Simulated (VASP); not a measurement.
Runs of VASP 6.6.1 on ZnS. The structure is that of space group F-43m (No. 216), or close to it. The cells are those of the table. 

```csv
cell,gap on the mesh (eV)
"a = 3.772, b = 3.772, c = 3.810 Å, angles 59.7, 59.7, 60.7°, 2 atoms",(a)
"a = 3.810 Å, angles 60.0°, 2 atoms",2.72
"a = 3.829, b = 3.829, c = 3.810 Å, angles 60.2, 60.2, 59.7°, 2 atoms",2.66
"a = 3.791, b = 3.791, c = 3.810 Å, angles 59.8, 59.8, 60.3°, 2 atoms",2.74
```

Alike in all rows: task dielectric tensor; level r2SCAN; potentials or basis VASP PAW PBE potentials, release 64 (Zn, S); no spin polarisation; k mesh 6 × 6 × 6; cutoff (eV) 520; smearing gaussian 0.01 eV.

Task: Estimate the missing entries.

Result: (a) 2.76.

